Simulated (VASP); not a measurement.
Os, 2 atoms in the cell. The structure is hexagonal, space group P6_3/mmc (No. 194). The conventional cell has a = 2.734 Å, b = 2.734 Å, c = 4.449 Å, α = 90.00°, β = 90.00°, γ = 120.00°. Within 3.6 Å of Os (site symmetry -6m2) lie 12 Os at 2.73 Å.  This cell differs from its parent crystal: zz strain of +3 %.

| Item | Value |
| --- | --- |
| Program | VASP 6.6.1 |
| Task | single point |
| Functional | PBE |
| Potentials or basis | VASP PAW PBE potentials, release 64 (Os) |
| Cutoff | 600 eV |
| k mesh | 15 × 15 × 9 |
| Occupations | fermi-dirac, width 0.05 eV |
| Spin | no spin polarisation |
| Dipole correction | no |
| Further INCAR settings | ALGO = Normal; EDIFF = 1e-06; NBANDS = 15 |

Potentials or basis: VASP PAW PBE potentials, release 64 (Os).

Command:

```sh
$ cat potpaw_PBE.64/Os/POTCAR > POTCAR
$ mpirun -np 1 vasp_std > vasp.out
```

Hardware: 1 thread of Intel Xeon 8259CL, on a shared host.

Question: How long does it take, and how much memory?

Answer: Wall time 71 s on 1 thread of Intel Xeon 8259CL, on a shared host, peak memory 0.2 GiB. Counts: scf iterations 12, k points 135.
